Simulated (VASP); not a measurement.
# PtSe2 (Fm-3m) in VASP: a series of runs, part 2 of 2

VASP 6.6.1.

## Step 3: Relaxation of cell and atoms, PBEsol

This run uses another cell than the first one, of 23.22 Å³/atom, 1.169 times its volume.

Input file INCAR:

```
ALGO = Normal
EDIFF = 1E-7
EDIFFG = -0.01
ENCUT = 600
GGA = PS
IBRION = 2
ISIF = 3
ISMEAR = -1
LASPH = True
LCHARG = False
LREAL = False
LWAVE = False
NELM = 80
NSW = 100
PREC = Accurate
SIGMA = 0.03
```

Input file KPOINTS:

```
k-points
0
Gamma
  6 6 6
```

Input file POSCAR:

```
PtSe2
1.0
    0.0000000000      3.2655923200      3.2655923200
    3.2655923200      0.0000000000      3.2655923200
    3.2655923200      3.2655923200      0.0000000000
Pt Se
1 2
Direct
    0.0000000000      0.0000000000      0.0000000000
    0.7500000000      0.7500000000      0.7500000000
    0.2500000000      0.2500000000      0.2500000000
```

Potentials or basis: VASP PAW PBE potentials, release 64 (Pt, Se).

Command:

```console
> cat potpaw_PBE.64/Pt/POTCAR potpaw_PBE.64/Se/POTCAR > POTCAR
> mpirun -np 1 vasp_std > vasp.out
```

OUTCAR:

```text
EDIFF = 1E-7
   EDIFFG = -0.01
   ENCUT = 600
   GGA = PS
   IBRION = 2
   ISIF = 3
   ISMEAR = -1
   LASPH = True
   LREAL = False
   NELM = 80
   NSW = 100
   PREC = Accurate

 ion  position               nearest neighbor table
   1  0.000  0.000  0.000-   2 2.83   3 2.83   2 2.83   2 2.83   2 2.83   3 2.83   3 2.83   3 2.83

   2  0.750  0.750  0.750-   1 2.83   1 2.83   1 2.83   1 2.83
   3  0.250  0.250  0.250-   1 2.83   1 2.83   1 2.83   1 2.83

  LATTYP: Found a face centered cubic cell.
 ALAT       =     6.5311846400

  Lattice vectors:

 A1 = (   0.0000000000,   3.2655923200,   3.2655923200)
 A2 = (   3.2655923200,   0.0000000000,   3.2655923200)
 A3 = (   3.2655923200,   3.2655923200,   0.0000000000)

Analysis of symmetry for initial positions (statically):
=====================================================================
 Subroutine PRICEL returns:
 Original cell was already a primitive cell.

 Routine SETGRP: Setting up the symmetry group for a
 face centered cubic supercell.

 Subroutine GETGRP returns: Found 48 space group operations
 (whereof 48 operations were pure point group operations)
 out of a pool of 48 trial point group operations.

The static configuration has the point symmetry O_h .

Analysis of symmetry for dynamics (positions and initial velocities):
=====================================================================
 Subroutine PRICEL returns:
 Original cell was already a primitive cell.

 Routine SETGRP: Setting up the symmetry group for a
 face centered cubic supercell.

 Subroutine GETGRP returns: Found 48 space group operations
 (whereof 48 operations were pure point group operations)
 out of a pool of 48 trial point group operations.

The dynamic configuration has the point symmetry O_h .

 Subroutine INISYM returns: Found 48 space group operations
 (whereof 48 operations are pure point group operations),
 and found     1 'primitive' translations

----------------------------------------------------------------------------------------

                                     Primitive cell

  volume of cell :      69.6492

  direct lattice vectors                    reciprocal lattice vectors
     0.000000000  3.265592320  3.265592320    -0.153111580  0.153111580  0.153111580
     3.265592320  0.000000000  3.265592320     0.153111580 -0.153111580  0.153111580
[... 98 lines left out ...]
     AMIX_MAG =   1.60;   BMIX_MAG =  1.00
  volume/ion in A,a.u.               =      23.22       156.67
  Fermi-wavevector in a.u.,A,eV,Ry     =   1.114920  2.106894 16.912680  1.243047
  Thomas-Fermi vector in A             =   2.251520
   LORBIT       =      0    0 simple, 1 ext, 2 COOP (PROOUT), +10 PAW based schemes
   GGA     = PS    functional components
   LHFCALC =     F    Hartree Fock is set to
   AEXX    =    0.0000 exact exchange contribution
   IVDW    =     0    specifies the selected vdW correction
   LEPSILON=     F    determine dielectric tensor
   LRPA    =     F    only Hartree local field effects (RPA)
 conjugate gradient relaxation of ions
 non-spin polarized calculation
  energy-cutoff  :      600.00
  volume of cell :       69.65
 maximum number of plane-waves:      2357
 NGX is ok and might be reduce to    40
   NGX = 19   NGY = 19   NGZ = 19

--------------------------------------- Ionic step        1  -------------------------------------------

 number of electron      22.0000000 magnetization

 Free energy of the ion-electron system (eV)
  ---------------------------------------------------
  ext. energy  EPLUGINS =         0.00000000
  ---------------------------------------------------
  free energy    TOTEN  =       -14.02586709 eV

  energy without entropy =      -14.01282884  energy(sigma->0) =      -14.01934797

 E-fermi :   5.0833     XC(G=0): -10.2341

 val. band max:        4.9960137559   @ k =   0.5000   0.3333   0.0000
 cond. band min:       5.0878255006   @ k =   0.1667   0.0000   0.0000
 fundamental gap:      0.0918117447
 Fermi energy:         5.0832799602

 k-point     1 :       0.0000    0.0000    0.0000
  band No.  band energies     occupation
      1     -10.0150      2.00000
      2      -7.0209      2.00000
      3      -0.7076      2.00000
      4      -0.7076      2.00000
      5      -0.7076      2.00000
      6       1.8523      2.00000
      7       1.8523      2.00000
      8       3.9713      2.00000
      9       3.9713      2.00000
     10       3.9713      2.00000
     11       5.0969      0.77674
     12       5.0969      0.77672
     13       5.0969      0.77672
     14       5.9540      0.00000
[... 379 lines left out ...]
--------------------------------------- Ionic step        4  -------------------------------------------

 number of electron      21.9999999 magnetization

 Free energy of the ion-electron system (eV)
  ---------------------------------------------------
  ext. energy  EPLUGINS =         0.00000000
  ---------------------------------------------------
  free energy    TOTEN  =       -14.51059264 eV

  energy without entropy =      -14.49852519  energy(sigma->0) =      -14.50455892

 E-fermi :   7.2237     XC(G=0): -10.9776

 val. band max:        7.2112915858   @ k =   0.1667   0.0000   0.0000
 cond. band min:       7.2483005576   @ k =   0.1667   0.1667   0.0000
 fundamental gap:      0.0370089718
 Fermi energy:         7.2237416836

 k-point     1 :       0.0000    0.0000    0.0000
  band No.  band energies     occupation
      1      -9.2611      2.00000
      2      -5.0616      2.00000
      3       0.0765      2.00000
      4       0.0765      2.00000
      5       0.0765      2.00000
      6       3.0609      2.00000
      7       3.0609      2.00000
      8       5.8320      2.00000
      9       5.8320      2.00000
     10       5.8320      2.00000
     11       7.2745      0.31080
     12       7.2745      0.31079
     13       7.2745      0.31079
     14      10.2306      0.00000
[... 299 lines left out ...]
  FREE ENERGIE OF THE ION-ELECTRON SYSTEM (eV)
  ---------------------------------------------------
  free  energy   TOTEN  =       -14.5105926412 eV

  energy  without entropy=      -14.4985251903  energy(sigma->0) =      -14.50455892

 reached required accuracy - stopping structural energy minimisation
```

CONTCAR:

```text
PtSe2
   1.00000000000000
     0.0000000000000000    3.1010712659390958    3.1010712659390958
     3.1010712659390958   -0.0000000000000000    3.1010712659390958
     3.1010712659390958    3.1010712659390958    0.0000000000000000
  Pt              Se
     1     2
Direct
     0.0000000000000000    0.0000000000000000    0.0000000000000000
     0.7500000000000000    0.7500000000000000    0.7500000000000000
     0.2500000000000000    0.2500000000000000    0.2500000000000000

  0.00000000E+00  0.00000000E+00  0.00000000E+00
  0.00000000E+00  0.00000000E+00  0.00000000E+00
  0.00000000E+00  0.00000000E+00  0.00000000E+00
```

It took 2.2 min on 1 thread of AMD EPYC 7R43 (Zen 3), shared host; peak memory 0.22 GiB.

What came out:

```
Free energy                            : -14.5106 eV
Relaxed volume                         : 19.88 Å³/atom
Relaxed cell                           : a = 4.386 Å, b = 4.386 Å, c = 4.386 Å, α = 60.00°, β = 60.00°, γ = 60.00°
Space group after relaxing (to 0.05 Å) : Fm-3m (No. 225)
Energy gained by relaxing              : 161.6 meV/atom
Ionic steps                            : 4
Pressure after relaxing                : -0.1 GPa
Band gap on the k mesh                 : zero (band 11 reaches 7.72 eV, above the bottom of band 12 at 7.21 eV)
```

Step by step:
```
step  energy change (eV)  largest force (eV/Å)  pressure (GPa)  volume (Å³)
   1              0.0000                0.0000          -13.28        69.65
   2              0.0031                0.0000           23.36        52.00
   3             -0.4844                0.0000           -0.44        59.83
   4             -0.4847                0.0000           -0.06        59.64
```

Final structure:
```cif
data_structure
_symmetry_space_group_name_H-M 'P 1'
_symmetry_Int_Tables_number 1
_cell_length_a 4.3856
_cell_length_b 4.3856
_cell_length_c 4.3856
_cell_angle_alpha 60.000
_cell_angle_beta 60.000
_cell_angle_gamma 60.000
_cell_volume 59.64
loop_
_atom_site_label
_atom_site_type_symbol
_atom_site_fract_x
_atom_site_fract_y
_atom_site_fract_z
_atom_site_occupancy
Pt1 Pt 0.00000 0.00000 0.00000 1
Se1 Se 0.75000 0.75000 0.75000 1
Se2 Se 0.25000 0.25000 0.25000 1
```

Caveat: the PAW data sets were made with another functional, which shifts forces and pressure a little; spin-orbit coupling is left out, which moves the levels of the heavy elements.
